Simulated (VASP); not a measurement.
# TiO2 (C2/c) in VASP: further runs

The runs below take TiO2 through single point, with LDA.

All numbers are computed with VASP 6.6.1; they aren't measurements. Logs are shortened: lines on timing, memory, paths and dates and some standing lists are left out, and cuts for length are marked.

## (1) The cell of the first run

The typed cell holds 6 atoms: a = 3.739 Å, b = 3.739 Å, c = 5.417 Å, α = 110.18°, β = 110.18°, γ = 90.00°.

## (2) Single point, LDA

INCAR reads:

```
PREC = Accurate
ENCUT = 910
EDIFF = 1E-6
ISMEAR = 0
SIGMA = 0.02
LREAL = False
LASPH = True
NELM = 120
ALGO = Normal
ISIF = 2
LWAVE = False
LCHARG = True
LELF = True
LVHAR = True
NBANDS = 33
GGA_COMPAT = False
```

KPOINTS reads:

```
regular mesh
0
Gamma
  8 8 6
```

POSCAR reads:

```
TiO2
1.0
    2.6439386012     -2.6440001482     -0.0195962017
    2.6439386012      2.6440001482     -0.0195962017
   -2.6078382244      0.0000000000      4.7475278688
Ti O
2 4
Direct
    0.1250732464      0.8749267536      0.2500000000
    0.8749267536      0.1250732464      0.7500000000
    0.3329288856      0.0831105017      0.6659465375
    0.6670711144      0.9168894983      0.3340534625
    0.9168894983      0.6670711144      0.8340534625
    0.0831105017      0.3329288856      0.1659465375
```

Potentials or basis: VASP PAW LDA potentials, release 64 (Ti_sv, O_h).

The run is started by

```sh
> cat potpaw_LDA.64/Ti_sv/POTCAR potpaw_LDA.64/O_h/POTCAR > POTCAR
> mpirun -np 1 vasp_std > vasp.out
```

OUTCAR:

```text
PREC = Accurate
   ENCUT = 910
   EDIFF = 1E-6
   ISMEAR = 0
   LREAL = False
   LASPH = True
   NELM = 120
   ISIF = 2

 ion  position               nearest neighbor table
   1  0.125  0.875  0.250-   4 1.91   6 1.91   6 1.91   4 1.91   3 1.97   5 1.97
   2  0.875  0.125  0.750-   5 1.91   3 1.91   5 1.91   3 1.91   6 1.97   4 1.97
   3  0.333  0.083  0.666-   2 1.91   2 1.91   1 1.97
   4  0.667  0.917  0.334-   1 1.91   1 1.91   2 1.97
   5  0.917  0.667  0.834-   2 1.91   2 1.91   1 1.97
   6  0.083  0.333  0.166-   1 1.91   1 1.91   2 1.97

  LATTYP: Found a base centered monoclinic cell.
 ALAT       =     5.2880224425
 B/A-ratio  =     0.9999958120
 C/A-ratio  =     1.0243198500
 COS(beta)  =    -0.4879334349

  Lattice vectors:

 A1 = (   2.6439386012,  -2.6440001482,  -0.0195962017)
 A2 = (   2.6439386012,   2.6440001482,  -0.0195962017)
 A3 = (  -2.6078382244,   0.0000000000,   4.7475278688)

Analysis of symmetry for initial positions (statically):
=====================================================================
 Subroutine PRICEL returns:
 Original cell was already a primitive cell.

 Routine SETGRP: Setting up the symmetry group for a
 base centered monoclinic supercell.

 Subroutine GETGRP returns: Found  4 space group operations
 (whereof  2 operations were pure point group operations)
 out of a pool of  4 trial point group operations.

The static configuration has the point symmetry S_2 .
 The point group associated with its full space group is C_2h.

Analysis of symmetry for dynamics (positions and initial velocities):
=====================================================================
 Subroutine PRICEL returns:
 Original cell was already a primitive cell.

 Routine SETGRP: Setting up the symmetry group for a
 base centered monoclinic supercell.

 Subroutine GETGRP returns: Found  4 space group operations
 (whereof  2 operations were pure point group operations)
 out of a pool of  4 trial point group operations.

The dynamic configuration has the point symmetry S_2 .
 The point group associated with its full space group is C_2h.

 Subroutine INISYM returns: Found  4 space group operations
 (whereof  2 operations are pure point group operations),
 and found     1 'primitive' translations

----------------------------------------------------------------------------------------

                                     Primitive cell

  volume of cell :      66.1057

  direct lattice vectors                    reciprocal lattice vectors
     2.643938601 -2.644000148 -0.019596202     0.189884884 -0.189107402  0.104304613
     2.643938601  2.644000148 -0.019596202     0.189884884  0.189107402  0.104304613
    -2.607838224  0.000000000  4.747527869     0.001567562  0.000000000  0.211497010

  length of vectors
     3.739188698  3.739188698  5.416626355     0.287571437  0.287571437  0.211502819

  position of ions in fractional coordinates (direct lattice)
     0.125073246  0.874926754  0.250000000
     0.874926754  0.125073246  0.750000000
     0.332928886  0.083110502  0.665946537
     0.667071114  0.916889498  0.334053463
     0.916889498  0.667071114  0.834053463
     0.083110502  0.332928886  0.165946537

  ion indices of the primitive-cell ions
   primitive index   ion index
                 1           1
                 2           2
                 3           3
                 4           4
                 5           5
                 6           6

----------------------------------------------------------------------------------------

 KPOINTS: regular mesh

Automatic generation of k-mesh.
 Grid dimensions read from file:
 generate k-points for:    8    8    6

 Generating k-lattice:

  Cartesian coordinates                     Fractional coordinates (reciprocal lattice)
     0.023735610 -0.023638425  0.013038077     0.125000000 -0.000000000  0.000000000
     0.023735610  0.023638425  0.013038077    -0.000000000  0.125000000  0.000000000
     0.000261260  0.000000000  0.035249502     0.000000000  0.000000000  0.166666667

  Length of vectors
     0.035946430  0.035946430  0.035250470

  Shift w.r.t. Gamma in fractional coordinates (k-lattice)
     0.000000000  0.000000000  0.000000000

 Subroutine IBZKPT returns following result:
 ===========================================

 Found    114 irreducible k-points:

 Following reciprocal coordinates:
            Coordinates               Weight
  0.000000  0.000000  0.000000      1.000000
  0.125000  0.000000  0.000000      4.000000
  0.250000  0.000000  0.000000      4.000000
  0.375000  0.000000  0.000000      4.000000
  0.500000  0.000000  0.000000      2.000000
  0.125000  0.125000 -0.000000      2.000000
[... 16 lines left out ...]
  0.125000  0.000000  0.166667      4.000000
  0.250000  0.000000  0.166667      4.000000
 [... further k-points ...]
   k-points           NKPTS =    114   k-points in BZ     NKDIM =    114   number of bands    NBANDS=     33
   number of dos      NEDOS =    301   number of ions     NIONS =      6
   total plane-waves  NPLWV =  86400
   dimension x,y,z NGX =    40 NGY =   40 NGZ =   54
   dimension x,y,z NGXF=    80 NGYF=   80 NGZF=  108
   ions per type =               2   4
   NGX,Y,Z   is equivalent  to a cutoff of  17.78, 17.78, 16.57 a.u.
   NGXF,Y,Z  is equivalent  to a cutoff of  35.57, 35.57, 33.15 a.u.
 SYSTEM =  unknown system
   PREC   = accura    normal or accurate (medium, high low for compatibility)
   ISTART =      0    job   : 0-new  1-cont  2-samecut
   ICHARG =      2    charge: 1-file 2-atom 10-const
   ISPIN  =      1    spin polarized calculation?
   LNONCOLLINEAR =      F non collinear calculations
   LSORBIT =      F    spin-orbit coupling
   LASPH  =      T    aspherical Exc in radial PAW
   ENCUT  =  910.0 eV  66.88 Ry    8.18 a.u.   9.20  9.20 13.32*2*pi/ulx,y,z
   NELM   =    120;   NELMIN=  2; NELMDL= -5     # of ELM steps
   EDIFF  = 0.1E-05   stopping-criterion for ELM
   LREAL  =      F    real-space projection
[... 7 lines left out ...]
   TEBEG  =    0.0;   TEEND  =   0.0 temperature during run
   PSTRESS=    0.0 pullay stress
   NELECT =      48.0000    total number of electrons
   NUPDOWN=      -1.0000    fix difference up-down
   EMIN   =  10.00;   EMAX   =-10.00  energy-range for DOS
   EFERMI =   0.00;   METHOD = LEGACY
   ISMEAR =     0;   SIGMA  =   0.02  broadening in eV -4-tet -1-fermi 0-gaus
   EFERMI_NEDOS =   21; number of points for ismear=-14 and -15
   IALGO  =     38    algorithm
   IMIX   =      4    mixing-type and parameters
     AMIX     =   0.40;   BMIX     =  1.00
     AMIX_MAG =   1.60;   BMIX_MAG =  1.00
  volume/ion in A,a.u.               =      11.02        74.35
  Fermi-wavevector in a.u.,A,eV,Ry     =   1.471439  2.780617 29.458434  2.165134
  Thomas-Fermi vector in A             =   2.586575
   LORBIT       =      0    0 simple, 1 ext, 2 COOP (PROOUT), +10 PAW based schemes
   GGA     = CA    functional components
   LHFCALC =     F    Hartree Fock is set to
   AEXX    =    0.0000 exact exchange contribution
   IVDW    =     0    specifies the selected vdW correction
   LEPSILON=     F    determine dielectric tensor
   LRPA    =     F    only Hartree local field effects (RPA)
 non-spin polarized calculation
 Gauss-broadening in eV      SIGMA  =   0.02
  energy-cutoff  :      910.00
  volume of cell :       66.11
 maximum number of plane-waves:      4134
 NGX is ok and might be reduce to    40
   NGX = 19   NGY = 19   NGZ = 27

 number of electron      47.9999997 magnetization

 Free energy of the ion-electron system (eV)
  ---------------------------------------------------
  ext. energy  EPLUGINS =         0.00000000
  ---------------------------------------------------
  free energy    TOTEN  =       -58.87671177 eV

  energy without entropy =      -58.87671177  energy(sigma->0) =      -58.87671177

 E-fermi :   3.9562     XC(G=0): -11.5025

 val. band max:        3.8040616211   @ k =  -0.3750   0.3750   0.0000
 cond. band min:       5.9164696557   @ k =   0.0000   0.0000   0.0000
 fundamental gap:      2.1124080346
 Fermi energy:         3.9562401823

 k-point     1 :       0.0000    0.0000    0.0000
  band No.  band energies     occupation
      1     -51.6968      2.00000
      2     -51.6231      2.00000
      3     -28.6226      2.00000
      4     -28.3462      2.00000
      5     -28.3462      2.00000
      6     -28.2633      2.00000
[... 25 lines left out ...]
     32       9.4429      0.00000
     33       9.4761      0.00000

 k-point     2 :       0.1250    0.0000    0.0000
  band No.  band energies     occupation
      1     -51.6943      2.00000
      2     -51.6248      2.00000
      3     -28.6175      2.00000
      4     -28.3694      2.00000
      5     -28.3479      2.00000
      6     -28.2730      2.00000
[... 25 lines left out ...]
     32       9.6021      0.00000
     33       9.8870      0.00000

 k-point     3 :       0.2500    0.0000    0.0000
  band No.  band energies     occupation
      1     -51.6877      2.00000
      2     -51.6295      2.00000
      3     -28.6059      2.00000
      4     -28.4231      2.00000
      5     -28.3516      2.00000
      6     -28.2924      2.00000
[... 25 lines left out ...]
     32       9.9830      0.00000
     33      10.3989      0.00000

 k-point     4 :       0.3750    0.0000    0.0000
  band No.  band energies     occupation
      1     -51.6796      2.00000
      2     -51.6355      2.00000
      3     -28.5946      2.00000
      4     -28.4767      2.00000
      5     -28.3547      2.00000
      6     -28.3040      2.00000
[... 25 lines left out ...]
     32      10.1665      0.00000
     33      10.5965      0.00000

 k-point     5 :       0.5000    0.0000    0.0000
  band No.  band energies     occupation
      1     -51.6755      2.00000
      2     -51.6388      2.00000
      3     -28.5889      2.00000
      4     -28.5004      2.00000
      5     -28.3559      2.00000
      6     -28.3056      2.00000
[... 604 lines left out ...]
 k-point    22 :       0.0000    0.0000    0.1667
  band No.  band energies     occupation
      1     -51.6919      2.00000
      2     -51.6281      2.00000
      3     -28.5926      2.00000
      4     -28.3547      2.00000
      5     -28.3547      2.00000
      6     -28.2547      2.00000
[... 25 lines left out ...]
     32       9.4095      0.00000
     33       9.4978      0.00000

 k-point    23 :       0.1250    0.0000    0.1667
  band No.  band energies     occupation
      1     -51.6863      2.00000
      2     -51.6330      2.00000
      3     -28.5692      2.00000
      4     -28.3843      2.00000
      5     -28.3594      2.00000
      6     -28.2627      2.00000
[... 25 lines left out ...]
     32       9.7325      0.00000
     33       9.8112      0.00000

 k-point    24 :       0.2500    0.0000    0.1667
  band No.  band energies     occupation
      1     -51.6782      2.00000
      2     -51.6390      2.00000
      3     -28.5541      2.00000
      4     -28.4412      2.00000
      5     -28.3614      2.00000
      6     -28.2873      2.00000
[... 25 lines left out ...]
     32      10.0641      0.00000
     33      10.2008      0.00000

 [... further k-points ...]
[... 5 lines left out ...]
  --------------------------------------------------------------------------------------
  -------------------------------------------------------------------------------------
  Total        0.3522560      0.3518957      0.2966408      0.0000000      0.0000000     -0.0007245
  in kB        8.5374942      8.5287617      7.1895687      0.0000000      0.0000000     -0.0175586
  external PRESSURE =       8.0852749 kB  Pullay stress =       0.0000000 kB

 VOLUME and BASIS-vectors are now :
 -----------------------------------------------------------------------------
  energy-cutoff  :      910.00
  volume of cell :       66.11
      direct lattice vectors                 reciprocal lattice vectors
     2.643938601 -2.644000148 -0.019596202     0.189884884 -0.189107402  0.104304613
     2.643938601  2.644000148 -0.019596202     0.189884884  0.189107402  0.104304613
    -2.607838224  0.000000000  4.747527869     0.001567562  0.000000000  0.211497010

 POSITION                                       TOTAL-FORCE (eV/Angst)
 -----------------------------------------------------------------------------------
      1.99198      1.98261      1.16729        -0.000000      0.000445      0.000000
      0.68806     -1.98261      3.54105        -0.000000     -0.000445      0.000000
     -0.63670     -0.66052      3.15345         0.000347     -0.000522      0.032309
      3.31674      0.66052      1.55489        -0.000347      0.000522     -0.032309
      2.01282     -0.66052      3.92865        -0.000347     -0.000522     -0.032309
      0.66722      0.66052      0.77968         0.000347      0.000522      0.032309
 -----------------------------------------------------------------------------------
    total drift:                               -0.000000      0.000000      0.000000

  FREE ENERGIE OF THE ION-ELECTRON SYSTEM (eV)
  ---------------------------------------------------
  free  energy   TOTEN  =       -58.8767117742 eV

  energy  without entropy=      -58.8767117742  energy(sigma->0) =      -58.87671177
```

It took 13 min on 1 thread of Intel Xeon Platinum 8488C (Sapphire Rapids), shared host; peak memory 0.55 GiB.

What came out:

```
Free energy            : -58.8767 eV
Pressure               : 0.8 GPa
Largest force          : 0.032 eV/Å
Band gap on the k mesh : 2.11 eV (least direct gap 2.43 eV)
```

Forces in eV/Å, atoms in the order of the input:
```
Ti   0.000  0.000  0.000
Ti   0.000  0.000  0.000
O    0.000 -0.001  0.032
O    0.000  0.001 -0.032
O    0.000 -0.001 -0.032
O    0.000  0.001  0.032
```

Stress tensor (GPa, compression positive):
```
0.85 0.00 0.00
0.00 0.85 0.00
0.00 0.00 0.72
```

A k mesh can miss the band edges.

## (3) Single point, LDA

INCAR reads:

```
ALGO = Normal ; EDIFF = 1E-6
ENCUT = 910 ; GGA_COMPAT = F
ISIF = 2 ; ISMEAR = 0
LASPH = T ; LCHARG = T
LELF = T ; LREAL = F
LVHAR = T ; LWAVE = F
NBANDS = 33 ; NELM = 120
PREC = Accurate ; SIGMA = 0.02
```

KPOINTS reads:

```
k-points
0
Gamma
  8 8 6
```

POSCAR is that of step 2.

Potentials or basis: VASP PAW LDA potentials, release 64 (Ti_sv, O_h).

The run is started by

```sh
> cat potpaw_LDA.64/Ti_sv/POTCAR potpaw_LDA.64/O_h/POTCAR > POTCAR
> mpirun -np 1 vasp_std > vasp.out
```

OUTCAR:

```text
EDIFF = 1E-6
   ENCUT = 910
   ISIF = 2
   ISMEAR = 0
   LASPH = T
   LREAL = F
   NELM = 120
   PREC = Accurate

 ion  position               nearest neighbor table
   1  0.125  0.875  0.250-   4 1.91   6 1.91   6 1.91   4 1.91   3 1.97   5 1.97
   2  0.875  0.125  0.750-   5 1.91   3 1.91   5 1.91   3 1.91   6 1.97   4 1.97
   3  0.333  0.083  0.666-   2 1.91   2 1.91   1 1.97
   4  0.667  0.917  0.334-   1 1.91   1 1.91   2 1.97
   5  0.917  0.667  0.834-   2 1.91   2 1.91   1 1.97
   6  0.083  0.333  0.166-   1 1.91   1 1.91   2 1.97

  LATTYP: Found a base centered monoclinic cell.
[... 1074 lines left out ...]
  -------------------------------------------------------------------------------------
  Total        0.3522560      0.3518957      0.2966408      0.0000000      0.0000000     -0.0007245
  in kB        8.5374940      8.5287616      7.1895688      0.0000000      0.0000000     -0.0175588
  external PRESSURE =       8.0852748 kB  Pullay stress =       0.0000000 kB

 VOLUME and BASIS-vectors are now :
 -----------------------------------------------------------------------------
  energy-cutoff  :      910.00
  volume of cell :       66.11
      direct lattice vectors                 reciprocal lattice vectors
     2.643938601 -2.644000148 -0.019596202     0.189884884 -0.189107402  0.104304613
     2.643938601  2.644000148 -0.019596202     0.189884884  0.189107402  0.104304613
    -2.607838224  0.000000000  4.747527869     0.001567562  0.000000000  0.211497010

 POSITION                                       TOTAL-FORCE (eV/Angst)
 -----------------------------------------------------------------------------------
      1.99198      1.98261      1.16729        -0.000000      0.000445     -0.000000
      0.68806     -1.98261      3.54105        -0.000000     -0.000445      0.000000
     -0.63670     -0.66052      3.15345         0.000347     -0.000522      0.032309
      3.31674      0.66052      1.55489        -0.000347      0.000522     -0.032309
      2.01282     -0.66052      3.92865        -0.000347     -0.000522     -0.032309
      0.66722      0.66052      0.77968         0.000347      0.000522      0.032309
 -----------------------------------------------------------------------------------
    total drift:                               -0.000000      0.000000      0.000000

  FREE ENERGIE OF THE ION-ELECTRON SYSTEM (eV)
  ---------------------------------------------------
  free  energy   TOTEN  =       -58.8767117743 eV

  energy  without entropy=      -58.8767117743  energy(sigma->0) =      -58.87671177
```

Run time: 7 min. Hardware: 1 thread of AMD EPYC 9R45 (Zen 5), shared host; peak memory 0.52 GiB.

Results:

- Free energy: -58.8767 eV
- Pressure: 0.8 GPa
- Largest force: 0.032 eV/Å
- Band gap on the k mesh: 2.11 eV (least direct gap 2.43 eV)

Forces on the atoms (eV/Å):
```
Ti   0.000  0.000  0.000
Ti   0.000  0.000  0.000
O    0.000 -0.001  0.032
O    0.000  0.001 -0.032
O    0.000 -0.001 -0.032
O    0.000  0.001  0.032
```

Stress tensor (GPa, compression positive):
```
0.85 0.00 0.00
0.00 0.85 0.00
0.00 0.00 0.72
```

A k mesh can miss the band edges.
